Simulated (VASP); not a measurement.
# KVF3: single point with LDA+U

Crystal: KVF3.

```xyz
5
Lattice="4.1310 0.0000 0.0000 0.0000 4.1310 0.0000 0.0000 0.0000 4.1310" Properties=species:S:1:pos:R:3 pbc="T T T"
K     0.0000    0.0000    0.0000
V     2.0655    2.0655    2.0655
F     2.0655    2.0655    0.0000
F     0.0000    2.0655    2.0655
F     2.0655    0.0000    2.0655
```

| Property | Result |
| --- | --- |
| Program | VASP 6.6.1 |
| Task | single point |
| Functional | LDA |
| Potentials or basis | VASP PAW LDA potentials, release 64 (K_sv, V_sv, F) |
| Cutoff | 520 eV |
| k mesh | 5 × 5 × 5 |
| Occupations | gaussian, width 0.05 eV |
| Spin | collinear spin, zero start |
| Starting moments | [0.0, 0.0, 0.0, 0.0, 0.0] μB |
| Fixed moment | 0 μB |
| Hubbard terms | V d U = 3.0 eV |

```json
{
 "Pressure": "-7.9 GPa",
 "Net moment": "0.00 μB per cell",
 "Valence electrons inside the program's atomic spheres": "K 7.54; V 11.36; F 6.06"
}
```

Eigenvalues of the final occupation matrices:
| site | spin | trace | eigenvalues |
| --- | --- | --- | --- |
| site 2 d | 1 | 1.56 | 0.10 0.10 0.46 0.46 0.46 |
| site 2 d | 2 | 1.56 | 0.10 0.10 0.46 0.46 0.46 |

It took 20 s on 1 thread of Intel(R) Xeon(R) Platinum 8488C (Sapphire Rapids), on a shared host, peak memory 0.18 GiB.

Caveat: the total moment is fixed, so each spin has its own Fermi level.
